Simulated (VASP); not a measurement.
Wanted: the native input for a VASP 6.6.1 run.

```
Task                   : single point
Functional             : PBEsol
Potentials or basis    : VASP PAW PBE potentials, release 64 (Au)
Cutoff                 : 520 eV
k mesh                 : 20 × 20 × 20
Occupations            : gaussian, width 0.15 eV
Spin                   : no spin polarisation
Dipole correction      : no
Further INCAR settings : ALGO = Fast; EDIFF = 1e-07; NBANDS = 12
```

The structure of Au lies in POSCAR:

```
Au
1.0
   -1.6572690000      1.6572690000      1.6075509300
    1.6572690000     -1.6572690000      1.6075509300
    1.6572690000      1.6572690000     -1.6075509300
Au
1
Direct
    0.0000000000      0.0000000000      0.0000000000
```

This cell differs from its parent crystal: strain +0.000 along x and y, -0.030 along z.

One way to write it, as run:

INCAR

```
ALGO = Fast
EDIFF = 1E-7
ENCUT = 520
GGA = PS
ISIF = 2
ISMEAR = 0
LASPH = T
LCHARG = F
LREAL = F
LWAVE = F
NBANDS = 12
NELM = 80
PREC = Accurate
SIGMA = 0.15
```

KPOINTS

```
k-points
0
Gamma
  20 20 20
```

Potentials or basis: VASP PAW PBE potentials, release 64 (Au).

The run is started by

```sh
$ cat potpaw_PBE.64/Au/POTCAR > POTCAR
$ mpirun -np 1 vasp_std > vasp.out
```

Results of the run:

```yaml
Pressure: -5.8 GPa
```

Caveat: the cell differs from its parent crystal (strain +0.000 along x and y, -0.030 along z); the PAW data sets were made with another functional, which shifts forces and pressure a little.

Run time: 39 s on 1 thread of Intel(R) Xeon(R) 6975P-C (Granite Rapids), with other jobs on the host, peak memory 0.25 GiB.
